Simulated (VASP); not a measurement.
Wanted: the native input for a VASP 6.6.1 run.

| Quantity | Value |
| --- | --- |
| Task | single point |
| Functional | PBEsol |
| Potentials or basis | VASP PAW PBE potentials, release 64 (Li_sv, Nb_sv, O) |
| Cutoff | 520 eV |
| k mesh | 2 × 2 × 2, shifted |
| Occupations | fermi-dirac, width 0.02 eV |
| Spin | no spin polarisation |
| Dipole correction | no |
| Further INCAR settings | LREAL = Auto; ALGO = Normal; EDIFF = 1e-07; NBANDS = 84 |

The structure of LiNbO3 lies in POSCAR:

```
LiNbO3
1.0
    5.1345591914      0.0000000000      0.0000000000
    0.0000000000      2.9644391313     -4.6084346245
    0.0000000000      5.9288782627      4.6084346245
Li Nb O
4 4 12
Direct
   -0.0095912810      0.4377869693      0.3062785398
    0.4911917277      0.9519986190      0.7840574279
    0.0003817270      0.4403383964      0.8008004915
    0.4850535182      0.9426564160      0.3196281572
   -0.0167126323      0.0188373070      1.0112801586
    0.4899014514      0.5071769400      0.5094061134
   -0.0121289867      0.0056840877      0.5229167695
    0.4963247876      0.5163848003      1.0170862723
    0.8707062931      0.0525506562      0.2516779249
    0.3704029750      0.5375202522      0.7456501440
    0.2965785267      0.2302756761      0.4240638217
    0.8129835190      0.7257385118      0.9260909254
    0.8127733744      0.3509201826      0.5445857269
    0.3146885526      0.8495515607      0.0389659054
    0.6655716436      0.8588421521      0.5563613504
    0.1774598298      0.3554289895      0.0586750781
    0.1235225803      0.0524502260      0.7499002848
    0.6086982122      0.5470919144      0.2543183134
    0.1806862021      0.7345206017      0.4305933218
    0.6893127274      0.2359614953      0.9391384446
```

This cell differs from its parent crystal: dynamics (nvt langevin) at 150 K, volume x 1.0, from the last frame before.

One way to write it, as run:

INCAR

```
PREC = Accurate
ENCUT = 520
EDIFF = 1E-7
ISMEAR = -1
SIGMA = 0.02
LREAL = Auto
LASPH = T
NELM = 80
ALGO = Normal
ISIF = 2
LWAVE = F
LCHARG = F
GGA = PS
NBANDS = 84
```

KPOINTS

```
Automatic mesh
0
Gamma
  2 2 2
  0.5 0.5 0.5
```

Potentials or basis: VASP PAW PBE potentials, release 64 (Li_sv, Nb_sv, O).

Launch:

```bash
$ cat potpaw_PBE.64/Li_sv/POTCAR potpaw_PBE.64/Nb_sv/POTCAR potpaw_PBE.64/O/POTCAR > POTCAR
$ mpirun -np 1 vasp_std > vasp.out
```

It gave:

```json
{
 "Largest force": "1.932 eV/Å",
 "Band gap on the k mesh": "3.60 eV, direct"
}
```

Caveat: the k points lie up to 0.61 Å⁻¹ apart; the PAW data sets were made with another functional, which shifts forces and pressure a little.

It took 83 s on 1 thread of Intel(R) Xeon(R) Platinum 8559C (Emerald Rapids), with other jobs on the host, peak memory 0.32 GiB.
